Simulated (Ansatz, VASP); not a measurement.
## SbP: VASP beside Ansatz

The input INCAR:

```
  PREC = Accurate
  ENCUT = 520
  EDIFF = 1E-8
  ISMEAR = -1
  SIGMA = 0.05
  LREAL = F
  LASPH = T
  NELM = 80
  ALGO = Normal
  ISIF = 2
  LWAVE = F
  LCHARG = F
  GGA = PE
  LEFG = T
  NBANDS = 12
```

The input KPOINTS:

```
regular mesh
0
Gamma
  11 11 11
```

The input POSCAR:

```
SbP
1.0
    0.0000000000      2.7796499995      2.7796499995
    2.7796499995      0.0000000000      2.7796499995
    2.7796499995      2.7796499995      0.0000000000
Sb P
1 1
Direct
    0.0000000000      0.0000000000      0.0000000000
    0.5000000000      0.5000000000      0.5000000000
```

Input for Ansatz:

```yaml
crystal:
  lattice:
    - [0.0, 2.7796499995, 2.7796499995]
    - [2.7796499995, 0.0, 2.7796499995]
    - [2.7796499995, 2.7796499995, 0.0]
  atoms:
    - { symbol: Sb, position: [0.0, 0.0, 0.0] }
    - { symbol: P, position: [0.5, 0.5, 0.5] }
kpoints:
  mp_grid: { grid: [11, 11, 11] }
scf:
  occupations: { method: fermi_dirac, width: 0.05 }
hamiltonian:
  xc: pbe
  pseudopotentials: { kind: paw }
output:
  forces: true
  stress: true
  eigenvalues: true
  efg: { contact_densities: true }
```

Change from the starting cell: volume scaled by 0.96, PAW files.

Alike in both runs: task electric field gradients; functional PBE; k mesh 11 × 11 × 11; occupations fermi-dirac, width 0.05 eV; no spin polarisation.

|  | VASP | Ansatz |
| --- | --- | --- |
| version | VASP 6.6.1 | Ansatz 0.2.0 |
| potentials or method | VASP PAW PBE potentials, release 64 (Sb, P) | PAW with Ansatz's default frozen-core files, scalar-relativistic |
| plane-wave cutoff (eV) | 520 | 420 |
| valence electrons in the cell | 10 | 20 |

VASP gave:

```
pressure (GPa) : 3.3
```

Q: Which values does Ansatz return?

A: Pressure (GPa): 3.4.

VASP's potentials hold 10 valence electrons a cell and Ansatz's 20, so a difference there can come from the potentials and not from the codes.

Spin-orbit coupling is off throughout.
